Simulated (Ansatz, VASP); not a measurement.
**Ta6F: VASP beside Ansatz**

```
Ta F
1.0
     4.60022    0.00000    0.00000
    -2.30011    3.98391    0.00000
     0.00000    0.00000   21.40177
Ta F
6 1
Direct
  0.66667 0.33333 0.18690
  0.33333 0.66667 0.23078
  0.00000 0.00000 0.27465
  0.66667 0.33333 0.31578
  0.33333 0.66667 0.35436
  0.00000 0.00000 0.39257
  0.66667 0.33333 0.42715
```

Alike in both runs: task single point; functional LDA; k mesh 6 × 6 × 1; occupations gaussian, width 0.1 eV; collinear spin.

|  | VASP | Ansatz |
| --- | --- | --- |
| version | VASP 6.6.1 | Ansatz 0.2.0 |
| potentials or method | VASP PAW LDA potentials, release 64 (Ta_pv, F), cutoff 520 eV | scalar-relativistic, plane waves, PAW |
| valence electrons in the cell | 73 | 85 |

|  | VASP | Ansatz | Ansatz less VASP |
| --- | --- | --- | --- |
| gap on the k mesh at the Fermi level (eV) | none | none | - |
| rms of the force components (eV/Å) | 0.692 | 0.689 | -0.0033 |
| net moment per atom (μB) | 0.00 | 0.00 | 0.000 |

Ansatz warns that its potentials were made for another functional, while VASP's fit it. LDA's correlation is that of Perdew and Zunger in VASP and of Perdew and Wang (1992) in Ansatz. Atom by atom the forces differ by 0.027 eV/Å (rms over components). A gap of «none» marks a metal or a gap that the smearing closes. VASP's potentials hold 73 valence electrons a cell and Ansatz's 85, so a difference there can come from the potentials and not from the codes. Ansatz's warnings: seeded moment not kept.

Spin-orbit coupling is off throughout.
